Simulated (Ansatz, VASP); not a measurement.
Sr3Al2O in VASP and in Ansatz

```xyz
6
Lattice="5.0541 0.0000 0.0000 -2.5270 4.3769 0.0000 0.0000 0.0000 7.0261" Properties=species:S:1:pos:R:3 pbc="T T T"
Sr    2.5270    1.4590    0.8705
Sr    0.0000    2.9180    6.1556
Sr    0.0000    0.0000    3.5130
Al    2.5270    1.4590    4.2185
Al    0.0000    2.9180    2.8076
O     0.0000    0.0000    0.0000
```

Change from the starting cell: species swapped into the Eu2H3Br type (P-3m1, No. 164).

Alike in both runs: task relaxation of cell and atoms; functional PBE; k mesh 12 × 12 × 6; occupations gaussian, width 0.01 eV; no spin polarisation.

```csv
,VASP,Ansatz
version,VASP 6.6.1,Ansatz 0.2.0
potentials or method,"VASP PAW PBE potentials, release 64 (Sr_sv, Al, O), cutoff 600 eV","scalar-relativistic, plane waves, PAW"
valence electrons in the cell,42,42
```

VASP gave:

```
gap on the k mesh at the Fermi level, each at its own relaxed structure (eV) : 0.15
relaxed volume (Å³/atom)                                                     : 25.98
relaxed cell length with the largest relative difference (Å)                 : 5.059
```

**Question.** Estimate Ansatz's values.

**Answer.** gap on the k mesh at the Fermi level, each at its own relaxed structure (eV): 0.15; relaxed volume (Å³/atom): 25.92; relaxed cell length with the largest relative difference (Å): 5.055.
